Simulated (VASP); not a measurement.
# FeO (F-43m) in VASP: single point with PBE+U

Aim: the single point of FeO with PBE+U.

Everything below comes from runs of VASP 6.6.1. Logs are shortened: lines on timing, memory, paths and dates and some standing lists are left out, and cuts for length are marked.

## Step 1: The cell of the first run

The structure is cubic, space group F-43m (No. 216). Conventional cell: a = 4.747 Å, b = 4.747 Å, c = 4.747 Å, α = 90.00°, β = 90.00°, γ = 90.00°. Fe (site symmetry -43m) has 4 O at 2.06 Å within 2.7 Å. O (site symmetry -43m) has 4 Fe at 2.06 Å within 2.7 Å.

## Step 2: Single point, PBE+U

Contents of INCAR:

```
SYSTEM = FeO
PREC     = Accurate       ! precision mode
ENCUT    = 520            ! plane-wave cutoff, eV
EDIFF    = 1E-7           ! SCF threshold, eV
ISMEAR   = 0              ! smearing method
SIGMA    = 0.05           ! smearing width, eV
LREAL    = .False.        ! projectors in reciprocal space
LASPH    = .True.         ! aspherical terms in the spheres
NELM     = 150            ! most SCF steps
ALGO     = Normal         ! electronic algorithm
ISIF     = 2              ! what is computed and relaxed
LWAVE    = .False.        ! write WAVECAR
LCHARG   = .False.        ! write CHGCAR
LMAXMIX  = 4              ! l up to which the mixer works
LDAU     = .True.         ! DFT+U
LDAUTYPE = 2            
LDAUL    = 2 -1           ! shell
LDAUU    = 4 0            ! U, eV
LDAUJ    = 0 0          
LDAUPRINT= 1            
GGA      = PE             ! functional
NBANDS   = 14             ! bands
```

Contents of KPOINTS:

```
regular mesh
0
Gamma
  10 10 10
  0 0 0
```

Contents of POSCAR:

```
FeO
1.0
    0.0000000000      2.3733177188      2.3733177188
    2.3733177188      0.0000000000      2.3733177188
    2.3733177188      2.3733177188      0.0000000000
Fe O
1 1
Direct
    0.0000000000      0.0000000000      0.0000000000
    0.2500000000      0.2500000000      0.2500000000
```

Potentials or basis: VASP PAW PBE potentials, release 64 (Fe, O).

Run with:

```bash
$ cat potpaw_PBE.64/Fe/POTCAR potpaw_PBE.64/O/POTCAR > POTCAR
$ mpirun -np 1 vasp_std > vasp.out
```

OUTCAR:

```text
SYSTEM = FeO
   PREC = Accurate
   ENCUT = 520
   EDIFF = 1E-7
   ISMEAR = 0
   LREAL = .False.
   LASPH = .True.
   NELM = 150
   ISIF = 2
   GGA = PE

 ion  position               nearest neighbor table
   1  0.000  0.000  0.000-   2 2.06   2 2.06   2 2.06   2 2.06
   2  0.250  0.250  0.250-   1 2.06   1 2.06   1 2.06   1 2.06

  LATTYP: Found a face centered cubic cell.
 ALAT       =     4.7466354376

  Lattice vectors:

 A1 = (   0.0000000000,   2.3733177188,   2.3733177188)
 A2 = (   2.3733177188,   0.0000000000,   2.3733177188)
 A3 = (   2.3733177188,   2.3733177188,   0.0000000000)

Analysis of symmetry for initial positions (statically):
=====================================================================
 Subroutine PRICEL returns:
 Original cell was already a primitive cell.

 Routine SETGRP: Setting up the symmetry group for a
 face centered cubic supercell.

 Subroutine GETGRP returns: Found 24 space group operations
 (whereof 24 operations were pure point group operations)
 out of a pool of 48 trial point group operations.

The static configuration has the point symmetry T_d .

Analysis of symmetry for dynamics (positions and initial velocities):
=====================================================================
 Subroutine PRICEL returns:
 Original cell was already a primitive cell.

 Routine SETGRP: Setting up the symmetry group for a
 face centered cubic supercell.

 Subroutine GETGRP returns: Found 24 space group operations
 (whereof 24 operations were pure point group operations)
 out of a pool of 48 trial point group operations.

The dynamic configuration has the point symmetry T_d .

 Subroutine INISYM returns: Found 24 space group operations
 (whereof 24 operations are pure point group operations),
 and found     1 'primitive' translations

----------------------------------------------------------------------------------------

                                     Primitive cell

  volume of cell :      26.7361

  direct lattice vectors                    reciprocal lattice vectors
     0.000000000  2.373317719  2.373317719    -0.210675543  0.210675543  0.210675543
     2.373317719  0.000000000  2.373317719     0.210675543 -0.210675543  0.210675543
     2.373317719  2.373317719  0.000000000     0.210675543  0.210675543 -0.210675543

  length of vectors
     3.356378106  3.356378106  3.356378106     0.364900745  0.364900745  0.364900745

  position of ions in fractional coordinates (direct lattice)
     0.000000000  0.000000000  0.000000000
     0.250000000  0.250000000  0.250000000

  ion indices of the primitive-cell ions
   primitive index   ion index
                 1           1
                 2           2

----------------------------------------------------------------------------------------

 KPOINTS: regular mesh

Automatic generation of k-mesh.
 Grid dimensions read from file:
 generate k-points for:   10   10   10

 Generating k-lattice:

  Cartesian coordinates                     Fractional coordinates (reciprocal lattice)
    -0.021067554  0.021067554  0.021067554     0.100000000  0.000000000  0.000000000
     0.021067554 -0.021067554  0.021067554     0.000000000  0.100000000  0.000000000
     0.021067554  0.021067554 -0.021067554     0.000000000  0.000000000  0.100000000

  Length of vectors
     0.036490075  0.036490075  0.036490075

  Shift w.r.t. Gamma in fractional coordinates (k-lattice)
     0.000000000  0.000000000  0.000000000

 Subroutine IBZKPT returns following result:
 ===========================================

 Found     47 irreducible k-points:

 Following reciprocal coordinates:
            Coordinates               Weight
  0.000000  0.000000  0.000000      1.000000
  0.100000  0.000000  0.000000      8.000000
  0.200000  0.000000  0.000000      8.000000
  0.300000  0.000000  0.000000      8.000000
  0.400000  0.000000  0.000000      8.000000
  0.500000  0.000000  0.000000      4.000000
[... 16 lines left out ...]
  0.300000  0.300000  0.000000      6.000000
  0.400000  0.300000  0.000000     24.000000
 [... further k-points ...]
   k-points           NKPTS =     47   k-points in BZ     NKDIM =     47   number of bands    NBANDS=     14
   number of dos      NEDOS =    301   number of ions     NIONS =      2
   total plane-waves  NPLWV =  21952
   dimension x,y,z NGX =    28 NGY =   28 NGZ =   28
   dimension x,y,z NGXF=    56 NGYF=   56 NGZF=   56
   ions per type =               1   1
   NGX,Y,Z   is equivalent  to a cutoff of  13.87, 13.87, 13.87 a.u.
   NGXF,Y,Z  is equivalent  to a cutoff of  27.74, 27.74, 27.74 a.u.
 SYSTEM =  FeO
   PREC   = accura    normal or accurate (medium, high low for compatibility)
   ISTART =      0    job   : 0-new  1-cont  2-samecut
   ICHARG =      2    charge: 1-file 2-atom 10-const
   ISPIN  =      1    spin polarized calculation?
   LNONCOLLINEAR =      F non collinear calculations
   LSORBIT =      F    spin-orbit coupling
   LASPH  =      T    aspherical Exc in radial PAW
   ENCUT  =  520.0 eV  38.22 Ry    6.18 a.u.   6.24  6.24  6.24*2*pi/ulx,y,z
   NELM   =    150;   NELMIN=  2; NELMDL= -5     # of ELM steps
   EDIFF  = 0.1E-06   stopping-criterion for ELM
   LREAL  =      F    real-space projection
   EDIFFG = 0.1E-05   stopping-criterion for IOM
   NSW    =      0    number of steps for IOM
   IBRION =     -1    ionic relax: 0-MD 1-quasi-New 2-CG
   NFREE  =      0    steps in history (QN), initial steepest desc. (CG)
   ISIF   =      2    stress and relaxation
   ISYM   =      2    0-nonsym 1-usesym 2-fastsym
   POTIM  = 0.5000    time-step for ionic-motion
   TEBEG  =    0.0;   TEEND  =   0.0 temperature during run
   PSTRESS=    0.0 pullay stress
   NELECT =      14.0000    total number of electrons
   NUPDOWN=      -1.0000    fix difference up-down
   EMIN   =  10.00;   EMAX   =-10.00  energy-range for DOS
   EFERMI =   0.00;   METHOD = LEGACY
   ISMEAR =     0;   SIGMA  =   0.05  broadening in eV -4-tet -1-fermi 0-gaus
   EFERMI_NEDOS =   21; number of points for ismear=-14 and -15
   IALGO  =     38    algorithm
   IMIX   =      4    mixing-type and parameters
     AMIX     =   0.40;   BMIX     =  1.00
     AMIX_MAG =   1.60;   BMIX_MAG =  1.00
  volume/ion in A,a.u.               =      13.37        90.21
  Fermi-wavevector in a.u.,A,eV,Ry     =   1.319527  2.493545 23.689806  1.741152
  Thomas-Fermi vector in A             =   2.449419
   LORBIT       =      0    0 simple, 1 ext, 2 COOP (PROOUT), +10 PAW based schemes
 LDA+U is selected, type is set to LDAUTYPE =  2
   angular momentum for each species LDAUL =     2   -1
   U (eV)           for each species LDAUU =   4.0  0.0
   J (eV)           for each species LDAUJ =   0.0  0.0
   GGA     = PE    functional components
   LHFCALC =     F    Hartree Fock is set to
   AEXX    =    0.0000 exact exchange contribution
   IVDW    =     0    specifies the selected vdW correction
   LEPSILON=     F    determine dielectric tensor
   LRPA    =     F    only Hartree local field effects (RPA)
 non-spin polarized calculation
 Gauss-broadening in eV      SIGMA  =   0.05
  energy-cutoff  :      520.00
  volume of cell :       26.74
 maximum number of plane-waves:       736
 NGX is ok and might be reduce to    28
   NGX = 13   NGY = 13   NGZ = 13

atom =   1  type =  1  l = 2

 onsite density matrix

spin component  1

  0.4177  0.0000  0.0000 -0.0000 -0.0000
  0.0000  0.4177 -0.0000  0.0000 -0.0000
  0.0000 -0.0000  0.9397  0.0000 -0.0000
 -0.0000  0.0000  0.0000  0.4177 -0.0000
 -0.0000 -0.0000 -0.0000 -0.0000  0.9397

spin component  2

  0.4177  0.0000  0.0000 -0.0000 -0.0000
  0.0000  0.4177 -0.0000  0.0000 -0.0000
  0.0000 -0.0000  0.9397  0.0000 -0.0000
 -0.0000  0.0000  0.0000  0.4177 -0.0000
 -0.0000 -0.0000 -0.0000 -0.0000  0.9397

 occupancies and eigenvectors

  o =  0.4177  v =  0.0000 -0.9864 -0.0000  0.1641  0.0000  0.0000  0.0000  0.0000  0.0000  0.0000      0.0000  0.0000  0.0000  0.0000  0.0000  0.0000  0.0000  0.0000  0.0000  0.0000
  o =  0.4177  v =  0.0000  0.0000  0.0000  0.0000  0.0000  0.0000 -0.9864 -0.0000  0.1641  0.0000      0.0000  0.0000  0.0000  0.0000  0.0000  0.0000  0.0000  0.0000  0.0000  0.0000
  o =  0.4177  v =  0.0000  0.1641 -0.0000  0.9864 -0.0000  0.0000  0.0000  0.0000  0.0000  0.0000      0.0000  0.0000  0.0000  0.0000  0.0000  0.0000  0.0000  0.0000  0.0000  0.0000
  o =  0.4177  v =  0.0000  0.0000  0.0000  0.0000  0.0000  0.0000  0.1641 -0.0000  0.9864 -0.0000      0.0000  0.0000  0.0000  0.0000  0.0000  0.0000  0.0000  0.0000  0.0000  0.0000
  o =  0.4177  v =  0.0000  0.0000  0.0000  0.0000  0.0000  1.0000  0.0000  0.0000  0.0000  0.0000      0.0000  0.0000  0.0000  0.0000  0.0000  0.0000  0.0000  0.0000  0.0000  0.0000
  o =  0.4177  v =  1.0000  0.0000  0.0000  0.0000  0.0000  0.0000  0.0000  0.0000  0.0000  0.0000      0.0000  0.0000  0.0000  0.0000  0.0000  0.0000  0.0000  0.0000  0.0000  0.0000
  o =  0.9397  v =  0.0000  0.0000  0.0000  0.0000  0.0000  0.0000 -0.0000  0.9998 -0.0000 -0.0214      0.0000  0.0000  0.0000  0.0000  0.0000  0.0000  0.0000  0.0000  0.0000  0.0000
  o =  0.9397  v =  0.0000 -0.0000  0.9998 -0.0000 -0.0214  0.0000  0.0000  0.0000  0.0000  0.0000      0.0000  0.0000  0.0000  0.0000  0.0000  0.0000  0.0000  0.0000  0.0000  0.0000
  o =  0.9397  v =  0.0000  0.0000  0.0214 -0.0000  0.9998  0.0000  0.0000  0.0000  0.0000  0.0000      0.0000  0.0000  0.0000  0.0000  0.0000  0.0000  0.0000  0.0000  0.0000  0.0000
  o =  0.9397  v =  0.0000  0.0000  0.0000  0.0000  0.0000  0.0000  0.0000  0.0214 -0.0000  0.9998      0.0000  0.0000  0.0000  0.0000  0.0000  0.0000  0.0000  0.0000  0.0000  0.0000

 number of electron      13.9999995 magnetization

 Free energy of the ion-electron system (eV)
  ---------------------------------------------------
  ext. energy  EPLUGINS =         0.00000000
  ---------------------------------------------------
  free energy    TOTEN  =       -10.00443784 eV

  energy without entropy =       -9.99837245  energy(sigma->0) =      -10.00140514

 E-fermi :   3.2063     XC(G=0): -10.4247

 val. band max:        3.1905818758   @ k =  -0.4000   0.4000   0.2000
 cond. band min:       3.2119481423   @ k =  -0.3000   0.3000   0.0000
 fundamental gap:      0.0213662665
 Fermi energy:         3.2062799466

 k-point     1 :       0.0000    0.0000    0.0000
  band No.  band energies     occupation
      1     -16.3526      2.00000
      2      -1.9718      2.00000
      3      -1.9718      2.00000
      4      -1.9716      2.00000
      5       0.5571      2.00000
      6       0.5574      2.00000
      7       2.9486      2.00000
      8       4.5107      0.00000
      9       4.5108      0.00000
     10       4.5110      0.00000
     11      16.4044      0.00000
     12      16.4044      0.00000
     13      16.4045      0.00000
     14      21.9059      0.00000

 k-point     2 :       0.1000    0.0000    0.0000
  band No.  band energies     occupation
      1     -16.3123      2.00000
      2      -2.1564      2.00000
      3      -1.9586      2.00000
      4      -1.9585      2.00000
      5       0.5652      2.00000
      6       0.5655      2.00000
      7       3.2980      0.00947
      8       4.4178      0.00000
      9       4.4574      0.00000
     10       4.4575      0.00000
     11      15.4442      0.00000
     12      16.4655      0.00000
     13      16.4656      0.00000
     14      20.7239      0.00000
[... 343 lines left out ...]
      1     -15.9847      2.00000
      2      -3.1412      2.00000
      3      -1.7390      2.00000
      4      -1.7389      2.00000
      5       0.6119      2.00000
      6       0.7409      2.00000
      7       3.2692      0.07510
      8       3.7141      0.00000
      9       3.7142      0.00000
     10       6.2942      0.00000
     11      13.6418      0.00000
     12      14.2374      0.00000
     13      15.8412      0.00000
     14      15.8412      0.00000

 k-point    24 :       0.4000    0.3000    0.0000
  band No.  band energies     occupation
      1     -15.9006      2.00000
      2      -3.2317      2.00000
      3      -1.7519      2.00000
      4      -1.6963      2.00000
      5       0.7586      2.00000
      6       0.8016      2.00000
      7       2.7858      2.00000
      8       3.4885      0.00000
      9       3.5283      0.00000
     10       7.2365      0.00000
     11      12.7951      0.00000
     12      13.4842      0.00000
     13      15.8696      0.00000
     14      16.4012      0.00000

 [... further k-points ...]

------------------------ aborting loop because EDIFF is reached ----------------------------------------

  FORCE on cell =-STRESS in cart. coord.  units (eV):
  Direction    XX          YY          ZZ          XY          YZ          ZX
  --------------------------------------------------------------------------------------
  -------------------------------------------------------------------------------------
  Total       -4.6046343     -4.6046343     -4.6046343      0.0000000     -0.0000000     -0.0000000
  in kB     -275.9358241   -275.9358241   -275.9358241      0.0000000     -0.0000000     -0.0000000
  external PRESSURE =    -275.9358241 kB  Pullay stress =       0.0000000 kB

 VOLUME and BASIS-vectors are now :
 -----------------------------------------------------------------------------
  energy-cutoff  :      520.00
  volume of cell :       26.74
      direct lattice vectors                 reciprocal lattice vectors
     0.000000000  2.373317719  2.373317719    -0.210675543  0.210675543  0.210675543
     2.373317719  0.000000000  2.373317719     0.210675543 -0.210675543  0.210675543
     2.373317719  2.373317719  0.000000000     0.210675543  0.210675543 -0.210675543

 POSITION                                       TOTAL-FORCE (eV/Angst)
 -----------------------------------------------------------------------------------
      0.00000      0.00000      0.00000         0.000000      0.000000     -0.000000
      1.18666      1.18666      1.18666        -0.000000     -0.000000      0.000000
 -----------------------------------------------------------------------------------
    total drift:                                0.000000      0.000000      0.000000

  FREE ENERGIE OF THE ION-ELECTRON SYSTEM (eV)
  ---------------------------------------------------
  free  energy   TOTEN  =       -10.0044378383 eV

  energy  without entropy=       -9.9983724450  energy(sigma->0) =      -10.00140514
```

It took 15 s on 1 thread of AMD EPYC 9R45 (Zen 5), shared host; peak memory 0.13 GiB.

What came out:

| Quantity | Value |
| --- | --- |
| Free energy | -10.0044 eV |
| Pressure | -27.6 GPa |
| Band gap on the k mesh | zero (band 7 reaches 3.85 eV, above the bottom of band 8 at 3.13 eV) |

Eigenvalues of the final occupation matrices:
| site | spin | trace | eigenvalues |
| --- | --- | --- | --- |
| site 1 d | 1 | 3.13 | 0.42 0.42 0.42 0.94 0.94 |
| site 1 d | 2 | 3.13 | 0.42 0.42 0.42 0.94 0.94 |

Caveat: the run has no spin polarisation, though such a crystal can be magnetic; U without spin polarisation on a metal has little footing. Spin polarisation is off, so any magnetic state and its effect on volume and gap are missing.
